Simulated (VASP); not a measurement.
# Te2Mo in VASP: notebook

Aim: see how the results for Te2Mo move with the level of theory and the settings. Levels: PBE+D3(BJ), PBEsol, r2SCAN. Tasks: single point, relaxation of cell and atoms.

All numbers are computed with VASP 6.6.1; they aren't measurements. Logs are shortened: lines on timing, memory, paths and dates and some standing lists are left out, and cuts for length are marked.

## (1) The cell of the first run

The typed cell holds 6 atoms: a = 3.497 Å, b = 3.497 Å, c = 13.705 Å, α = 90.00°, β = 90.00°, γ = 120.00°.

## (2) Single point, PBE+D3(BJ)

Contents of INCAR:

```
PREC = Accurate
ENCUT = 520
EDIFF = 1E-7
ISMEAR = 0
SIGMA = 0.02
LREAL = F
LASPH = T
NELM = 100
ALGO = Normal
ISIF = 2
LWAVE = F
LCHARG = F
GGA = PE
IVDW = 12
NBANDS = 35
```

Contents of KPOINTS:

```
Automatic mesh
0
Gamma
  9 9 2
```

Contents of POSCAR:

```
Te2Mo
1.0
    3.4966719776      0.0000000000      0.0000000000
   -1.7483359888      3.0282067613      0.0000000000
    0.0000000000      0.0000000000     13.7051192426
Te Mo
4 2
Direct
    0.3333333333      0.6666666667      0.1174268768
    0.6666666667      0.3333333333      0.6173931118
    0.6666666667      0.3333333333      0.8825731232
    0.3333333333      0.6666666667      0.3826068882
    0.3333333333      0.6666666667      0.7499829024
    0.6666666667      0.3333333333      0.2500170976
```

Potentials or basis: VASP PAW PBE potentials, release 64 (Te, Mo_sv).

Command:

```sh
$ cat potpaw_PBE.64/Te/POTCAR potpaw_PBE.64/Mo_sv/POTCAR > POTCAR
$ mpirun -np 1 vasp_std > vasp.out
```

OUTCAR:

```text
PREC = Accurate
   ENCUT = 520
   EDIFF = 1E-7
   ISMEAR = 0
   LREAL = F
   LASPH = T
   NELM = 100
   ISIF = 2
   GGA = PE
   IVDW = 12
 IVDW          = 12

 ion  position               nearest neighbor table
   1  0.333  0.667  0.117-   6 2.72   6 2.72   6 2.72   4 3.63
   2  0.667  0.333  0.617-   5 2.72   5 2.72   5 2.72   3 3.63
   3  0.667  0.333  0.883-   5 2.72   5 2.72   5 2.72   2 3.63
   4  0.333  0.667  0.383-   6 2.72   6 2.72   6 2.72   1 3.63
   5  0.333  0.667  0.750-   2 2.72   2 2.72   2 2.72   3 2.72   3 2.72   3 2.72
   6  0.667  0.333  0.250-   4 2.72   4 2.72   4 2.72   1 2.72   1 2.72   1 2.72

  LATTYP: Found a hexagonal cell.
 ALAT       =     3.4966719776
 C/A-ratio  =     3.9194752411

  Lattice vectors:

 A1 = (   3.4966719776,   0.0000000000,   0.0000000000)
 A2 = (  -1.7483359888,   3.0282067613,   0.0000000000)
 A3 = (   0.0000000000,   0.0000000000,  13.7051192426)

Analysis of symmetry for initial positions (statically):
=====================================================================
 Subroutine PRICEL returns:
 Original cell was already a primitive cell.

 Routine SETGRP: Setting up the symmetry group for a
 hexagonal supercell.

 Subroutine GETGRP returns: Found 12 space group operations
 (whereof 12 operations were pure point group operations)
 out of a pool of 24 trial point group operations.

The static configuration has the point symmetry D_3d.

Analysis of symmetry for dynamics (positions and initial velocities):
=====================================================================
 Subroutine PRICEL returns:
 Original cell was already a primitive cell.

 Routine SETGRP: Setting up the symmetry group for a
 hexagonal supercell.

 Subroutine GETGRP returns: Found 12 space group operations
 (whereof 12 operations were pure point group operations)
 out of a pool of 24 trial point group operations.

The dynamic configuration has the point symmetry D_3d.

 Subroutine INISYM returns: Found 12 space group operations
 (whereof 12 operations are pure point group operations),
 and found     1 'primitive' translations

----------------------------------------------------------------------------------------

                                     Primitive cell

  volume of cell :     145.1187

[... 94 lines left out ...]
   NELM   =    100;   NELMIN=  2; NELMDL= -5     # of ELM steps
   EDIFF  = 0.1E-06   stopping-criterion for ELM
   LREAL  =      F    real-space projection
   EDIFFG = 0.1E-05   stopping-criterion for IOM
   NSW    =      0    number of steps for IOM
   IBRION =     -1    ionic relax: 0-MD 1-quasi-New 2-CG
   NFREE  =      0    steps in history (QN), initial steepest desc. (CG)
   ISIF   =      2    stress and relaxation
   ISYM   =      2    0-nonsym 1-usesym 2-fastsym
   POTIM  = 0.5000    time-step for ionic-motion
   TEBEG  =    0.0;   TEEND  =   0.0 temperature during run
   PSTRESS=    0.0 pullay stress
   NELECT =      52.0000    total number of electrons
   NUPDOWN=      -1.0000    fix difference up-down
   EMIN   =  10.00;   EMAX   =-10.00  energy-range for DOS
   EFERMI =   0.00;   METHOD = LEGACY
   ISMEAR =     0;   SIGMA  =   0.02  broadening in eV -4-tet -1-fermi 0-gaus
   EFERMI_NEDOS =   21; number of points for ismear=-14 and -15
   IALGO  =     38    algorithm
   IMIX   =      4    mixing-type and parameters
     AMIX     =   0.40;   BMIX     =  1.00
     AMIX_MAG =   1.60;   BMIX_MAG =  1.00
  volume/ion in A,a.u.               =      24.19       163.22
  Fermi-wavevector in a.u.,A,eV,Ry     =   1.162791  2.197356 18.396194  1.352082
  Thomas-Fermi vector in A             =   2.299348
   LORBIT       =      0    0 simple, 1 ext, 2 COOP (PROOUT), +10 PAW based schemes
   GGA     = PE    functional components
   LHFCALC =     F    Hartree Fock is set to
   AEXX    =    0.0000 exact exchange contribution
   IVDW    =    12    specifies the selected vdW correction
   LEPSILON=     F    determine dielectric tensor
   LRPA    =     F    only Hartree local field effects (RPA)
 non-spin polarized calculation
 Gauss-broadening in eV      SIGMA  =   0.02
  energy-cutoff  :      520.00
  volume of cell :      145.12
 maximum number of plane-waves:      3974
 NGX is ok and might be reduce to    28
   NGX = 13   NGY = 13   NGZ = 51

 number of electron      51.9999998 magnetization

 Free energy of the ion-electron system (eV)
  ---------------------------------------------------
  ext. energy  EPLUGINS =         0.00000000
  ---------------------------------------------------
  free energy    TOTEN  =       -35.90826853 eV

  energy without entropy =      -35.90826853  energy(sigma->0) =      -35.90826853

 E-fermi :   8.7181     XC(G=0): -10.6381

 val. band max:        8.6237566167   @ k =   0.0000   0.0000   0.0000
 cond. band min:       9.2935576545   @ k =   0.2222   0.2222   0.0000
 fundamental gap:      0.6698010377
 Fermi energy:         8.7180617939

 k-point     1 :       0.0000    0.0000    0.0000
  band No.  band energies     occupation
      1     -52.2289      2.00000
      2     -52.2289      2.00000
      3     -26.4058      2.00000
      4     -26.4058      2.00000
      5     -26.2647      2.00000
      6     -26.2647      2.00000
[... 901 lines left out ...]
     34      12.1874      0.00000
     35      13.5889      0.00000

------------------------ aborting loop because EDIFF is reached ----------------------------------------

 Edisp (eV)   -3.32232

 E8    (eV) :    -1.5308

  FORCE on cell =-STRESS in cart. coord.  units (eV):
  Direction    XX          YY          ZZ          XY          YZ          ZX
  --------------------------------------------------------------------------------------
  -------------------------------------------------------------------------------------
  Total      -0.02247    -0.02247     0.04005    -0.00000    -0.00000     0.00000
  in kB      -0.24805    -0.24805     0.44213    -0.00000    -0.00000     0.00000
  external pressure =       -0.02 kB  Pullay stress =        0.00 kB

 VOLUME and BASIS-vectors are now :
 -----------------------------------------------------------------------------
  energy-cutoff  :      520.00
  volume of cell :      145.12
      direct lattice vectors                 reciprocal lattice vectors
     3.496671978  0.000000000  0.000000000     0.285986220  0.165114221  0.000000000
    -1.748335989  3.028206761  0.000000000     0.000000000  0.330228442  0.000000000
     0.000000000  0.000000000 13.705119243     0.000000000  0.000000000  0.072965436

 POSITION                                       TOTAL-FORCE (eV/Angst)
 -----------------------------------------------------------------------------------
     -0.00000      2.01880      1.60935         0.000000      0.000000     -0.015700
      1.74834      1.00940      8.46145         0.000000     -0.000000     -0.015279
      1.74834      1.00940     12.09577         0.000000     -0.000000      0.015700
     -0.00000      2.01880      5.24367         0.000000      0.000000      0.015279
     -0.00000      2.01880     10.27861         0.000000     -0.000000      0.000199
      1.74834      1.00940      3.42651        -0.000000      0.000000     -0.000199
 -----------------------------------------------------------------------------------
    total drift:                                0.000000     -0.000000     -0.000000

  FREE ENERGIE OF THE ION-ELECTRON SYSTEM (eV)
  ---------------------------------------------------
  free  energy   TOTEN  =       -39.2305907716 eV

  energy  without entropy=      -39.2305907716  energy(sigma->0) =      -39.23059077
```

stdout:

```text
POSCAR found type information on POSCAR TeMo
 POSCAR found :  2 types and       6 ions
 scaLAPACK will be used
 LDA part: xc-table for (Slater+PW92), standard interpolation
 POSCAR, INCAR and KPOINTS ok, starting setup
 FFT: planning ... GRIDC
 FFT: planning ... GRID_SOFT
 FFT: planning ... GRID
 WAVECAR not read
 entering main loop
```

Wall time 3.1 min (1 thread of Intel Xeon Platinum 8259CL at 2.50GHz (Skylake/Cascade Lake), shared host); peak memory 0.34 GiB.

What came out:

* Free energy: -39.2306 eV
* Pressure: 0.0 GPa
* Largest force: 0.016 eV/Å
* Band gap on the k mesh: 0.67 eV, indirect (least direct gap 1.04 eV)
* Dispersion energy per atom: -0.554 eV

Forces on the atoms (eV/Å):
```
Te   0.000  0.000 -0.016
Te   0.000  0.000 -0.015
Te   0.000  0.000  0.016
Te   0.000  0.000  0.015
Mo   0.000  0.000  0.000
Mo   0.000  0.000  0.000
```

Caveat: spin-orbit coupling is left out, which moves the levels of the heavy elements. A k mesh can miss the band edges.

## (3) Relaxation of cell and atoms, PBE+D3(BJ)

Contents of INCAR:

```
PREC = Accurate
ENCUT = 600
EDIFF = 1E-6
ISMEAR = 0
SIGMA = 0.02
LREAL = False
LASPH = True
NELM = 100
ALGO = Normal
ISIF = 3
LWAVE = False
LCHARG = False
GGA = PE
IVDW = 12
IBRION = 2
NSW = 100
EDIFFG = -0.005
```

KPOINTS is that of step 2.

POSCAR is that of step 2.

Potentials or basis: VASP PAW PBE potentials, release 64 (Te, Mo_sv).

Command:

```sh
$ cat potpaw_PBE.64/Te/POTCAR potpaw_PBE.64/Mo_sv/POTCAR > POTCAR
$ mpirun -np 1 vasp_std > vasp.out
```

OUTCAR:

```text
PREC = Accurate
   ENCUT = 600
   EDIFF = 1E-6
   ISMEAR = 0
   LREAL = False
   LASPH = True
   NELM = 100
   ISIF = 3
   GGA = PE
   IVDW = 12
   IBRION = 2
   NSW = 100
   EDIFFG = -0.005
 IVDW          = 12

 ion  position               nearest neighbor table
   1  0.333  0.667  0.117-   6 2.72   6 2.72   6 2.72   4 3.63
   2  0.667  0.333  0.617-   5 2.72   5 2.72   5 2.72   3 3.63
   3  0.667  0.333  0.883-   5 2.72   5 2.72   5 2.72   2 3.63
   4  0.333  0.667  0.383-   6 2.72   6 2.72   6 2.72   1 3.63
   5  0.333  0.667  0.750-   2 2.72   2 2.72   2 2.72   3 2.72   3 2.72   3 2.72
   6  0.667  0.333  0.250-   4 2.72   4 2.72   4 2.72   1 2.72   1 2.72   1 2.72

  LATTYP: Found a hexagonal cell.
 ALAT       =     3.4966719776
[... 317 lines left out ...]
  free  energy   TOTEN  =       -39.2306100123 eV

  energy  without entropy=      -39.2306100123  energy(sigma->0) =      -39.23061001

[... ionic steps 4 to 8 ...]

--------------------------------------- Ionic step        9  -------------------------------------------

 number of electron      51.9999998 magnetization

------------------------ aborting loop because EDIFF is reached ----------------------------------------
[... 83 lines left out ...]
--------------------------------------- Ionic step       11  -------------------------------------------

 number of electron      51.9999998 magnetization

 Free energy of the ion-electron system (eV)
  ---------------------------------------------------
  ext. energy  EPLUGINS =         0.00000000
  ---------------------------------------------------
  free energy    TOTEN  =       -35.90260425 eV

  energy without entropy =      -35.90260425  energy(sigma->0) =      -35.90260425

 E-fermi :   8.8559     XC(G=0): -10.6488

 val. band max:        8.6493374375   @ k =   0.0000   0.0000   0.0000
 cond. band min:       9.3132950267   @ k =   0.2222   0.2222   0.0000
 fundamental gap:      0.6639575891
 Fermi energy:         8.8559197668

 k-point     1 :       0.0000    0.0000    0.0000
  band No.  band energies     occupation
      1     -52.2042      2.00000
      2     -52.2042      2.00000
      3     -26.3824      2.00000
      4     -26.3823      2.00000
      5     -26.2400      2.00000
      6     -26.2400      2.00000
[... 842 lines left out ...]
  FREE ENERGIE OF THE ION-ELECTRON SYSTEM (eV)
  ---------------------------------------------------
  free  energy   TOTEN  =       -39.2306470392 eV

  energy  without entropy=      -39.2306470392  energy(sigma->0) =      -39.23064704

 reached required accuracy - stopping structural energy minimisation
```

OSZICAR:

```text
N       E                     dE             d eps       ncg     rms          rms(c)
DAV:   1     0.447954578532E+03    0.44795E+03   -0.29463E+04  1704   0.170E+03
DAV:   2    -0.104636421713E+02   -0.45842E+03   -0.44910E+03  1811   0.373E+02
DAV:   3    -0.364000471052E+02   -0.25936E+02   -0.25387E+02  1872   0.732E+01
[... 71 lines left out ...]
DAV:   2    -0.359027308721E+02    0.16558E-03   -0.30944E-03  1777   0.271E-01    0.113E-01
DAV:   3    -0.359026131752E+02    0.11770E-03   -0.61809E-04  1644   0.992E-02    0.244E-02
DAV:   4    -0.359026058162E+02    0.73590E-05   -0.77426E-05  1813   0.392E-02    0.238E-02
DAV:   5    -0.359026035651E+02    0.22511E-05   -0.13764E-05  1884   0.189E-02    0.253E-02
DAV:   6    -0.359026042524E+02   -0.68725E-06   -0.14590E-06   877   0.576E-03
  11 F= -.39230647E+02 E0= -.39230647E+02  d E =-.285751E-04
```

CONTCAR:

```text
Te2Mo
   1.00000000000000
     3.4953668729000218   -0.0000000000000000    0.0000000000000000
    -1.7476834364500109    3.0270765074752233   -0.0000000000000000
     0.0000000000000000   -0.0000000000000000   13.6916625545455624
  Te              Mo
     4     2
Direct
     0.3333333332999970    0.6666666667000030    0.1172082537473054
     0.6666666667000030    0.3333333332999970    0.6171864199650842
     0.6666666667000030    0.3333333332999970    0.8827917462526946
     0.3333333332999970    0.6666666667000030    0.3828135800349159
     0.3333333332999970    0.6666666667000030    0.7499892354684260
     0.6666666667000030    0.3333333332999970    0.2500107645315740

  0.00000000E+00  0.00000000E+00  0.00000000E+00
  0.00000000E+00  0.00000000E+00  0.00000000E+00
  0.00000000E+00  0.00000000E+00  0.00000000E+00
  0.00000000E+00  0.00000000E+00  0.00000000E+00
  0.00000000E+00  0.00000000E+00  0.00000000E+00
  0.00000000E+00  0.00000000E+00  0.00000000E+00
```

Run time: 12 min. Hardware: 1 thread of Intel Xeon Platinum 8259CL at 2.50GHz (Skylake/Cascade Lake), shared host; peak memory 0.37 GiB.

Results:

| Quantity | Value |
| --- | --- |
| Free energy | -39.2306 eV |
| Relaxed volume | 24.14 Å³/atom |
| Relaxed cell | a = 3.495 Å, b = 3.495 Å, c = 13.692 Å, α = 90.00°, β = 90.00°, γ = 120.00° |
| Space group after relaxing (to 0.05 Å) | P6_3/mmc (No. 194) |
| Energy gained by relaxing | 0.0 meV/atom |
| Ionic steps | 11 |
| Pressure after relaxing | 0.0 GPa |
| Band gap on the k mesh | 0.66 eV, indirect (least direct gap 1.03 eV) |
| Dispersion energy per atom | -0.555 eV |

Final structure:
```yaml
crystal:
  lattice:
    - [3.49537, 0.00000, 0.00000]
    - [-1.74768, 3.02708, 0.00000]
    - [0.00000, 0.00000, 13.69166]
  atoms:
    - { symbol: Te, position: [0.33333, 0.66667, 0.11721] }
    - { symbol: Te, position: [0.66667, 0.33333, 0.61719] }
    - { symbol: Te, position: [0.66667, 0.33333, 0.88279] }
    - { symbol: Te, position: [0.33333, 0.66667, 0.38281] }
    - { symbol: Mo, position: [0.33333, 0.66667, 0.74999] }
    - { symbol: Mo, position: [0.66667, 0.33333, 0.25001] }
```

Caveat: spin-orbit coupling is left out, which moves the levels of the heavy elements.

## (4) Single point, PBE+D3(BJ)

Contents of INCAR:

```
SYSTEM = Te2Mo
PREC = Accurate
ENCUT = 520
EDIFF = 1E-6
ISMEAR = 0
SIGMA = 0.02
LREAL = .FALSE.
LASPH = .TRUE.
NELM = 100
ALGO = Normal
ISIF = 2
LWAVE = .FALSE.
LCHARG = .TRUE.
GGA = PE
IVDW = 12
LELF = .TRUE.
LVHAR = .TRUE.
NBANDS = 35
```

Contents of KPOINTS:

```
Automatic mesh
0
G
  9 9 2
  0 0 0
```

POSCAR is that of step 3.

Command:

```sh
$ cat potpaw_PBE.64/Te/POTCAR potpaw_PBE.64/Mo_sv/POTCAR > POTCAR
$ mpirun -np 1 vasp_std > vasp.out
```

Run time: 3.5 min. Hardware: 1 thread of Intel Xeon Platinum 8259CL at 2.50GHz (Skylake/Cascade Lake), shared host; peak memory 0.33 GiB.

The run converged. Its results:

```yaml
Free_energy: -39.2306 eV
Pressure: 0.0 GPa
Largest_force: 0.016 eV/Å
Band_gap_on_the_k_mesh: 0.67 eV, indirect (least direct gap 1.04 eV)
Dispersion_energy_per_atom: -0.554 eV
```

Forces in eV/Å, atoms in the order of the input:
```
Te   0.000  0.000 -0.016
Te   0.000  0.000 -0.016
Te   0.000  0.000  0.016
Te   0.000  0.000  0.016
Mo   0.000  0.000  0.000
Mo   0.000  0.000  0.000
```

Levels at points of the mesh, in eV from the valence-band top:
```csv
k point,band 24,band 25,band 26,band 27,band 28,band 29
"(0.00, 0.00, 0.00)",-1.01,-0.18,0.00,2.87,2.87,3.05
"(0.00, 0.00, 0.50)",-1.04,-0.05,-0.05,2.91,2.91,2.91
```

Caveat: spin-orbit coupling is left out, which moves the levels of the heavy elements. A k mesh can miss the band edges.

[end of part 1 of 2]
